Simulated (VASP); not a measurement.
Write the native input for VASP 6.6.1 that does the following.

```
Task                   : electric field gradients
Functional             : PBEsol
Potentials or basis    : VASP PAW PBE potentials, release 64 (Pb_d, Se)
Cutoff                 : 400 eV
k mesh                 : 9 × 9 × 9
Occupations            : fermi-dirac, width 0.01 eV
Spin                   : no spin polarisation
Dipole correction      : no
Further INCAR settings : ALGO = Normal; EDIFF = 1e-08; NBANDS = 17
```

The structure of PbSe lies in POSCAR:

```
PbSe
1.0
   -0.0612430000      3.0315285000      3.0315285000
    3.0315285000     -0.0612430000      3.0315285000
    3.0315285000      3.0315285000     -0.0612430000
Pb Se
1 1
Direct
    0.0000000000      0.0000000000      0.0000000000
    0.5000000000      0.5000000000      0.5000000000
```

This cell differs from its parent crystal: equal xy, yz and zx shear strains of -2 %.

One way to write it, as run:

INCAR

```
SYSTEM = PbSe
PREC = Accurate
ENCUT = 400
EDIFF = 1E-8
ISMEAR = -1
SIGMA = 0.01
LREAL = .FALSE.
LASPH = .TRUE.
NELM = 120
ALGO = Normal
ISIF = 2
LWAVE = .FALSE.
LCHARG = .FALSE.
GGA = PS
LEFG = .TRUE.
NBANDS = 17
GGA_COMPAT = .FALSE.
```

KPOINTS

```
Automatic mesh
0
G
  9 9 9
  0 0 0
```

Potentials or basis: VASP PAW PBE potentials, release 64 (Pb_d, Se).

Run with:

```sh
$ cat potpaw_PBE.64/Pb_d/POTCAR potpaw_PBE.64/Se/POTCAR > POTCAR
$ mpirun -np 1 vasp_std > vasp.out
```

It gave:

```json
{
  "Pressure": "-0.6 GPa",
  "Band gap on the k mesh": "0.47 eV (least direct gap 0.62 eV)",
  "Largest electric field gradient by atom": "Pb +4.4; Se -13.6 V/Å²"
}
```

Caveat: the cell differs from its parent crystal (equal xy, yz and zx shear strains of -2 %); without QUAD_EFG the Cq values of the log hold for a quadrupole moment of 1 mb, not for the nuclei; the PAW data sets were made with another functional, which shifts forces and pressure a little; spin-orbit coupling is left out, which moves the levels of the heavy elements; an odd mesh through Γ misses points on the zone boundary, where band edges can lie.

Run time: 98 s on 1 thread of Intel Xeon 8259CL, with other jobs on the host, peak memory 0.19 GiB.
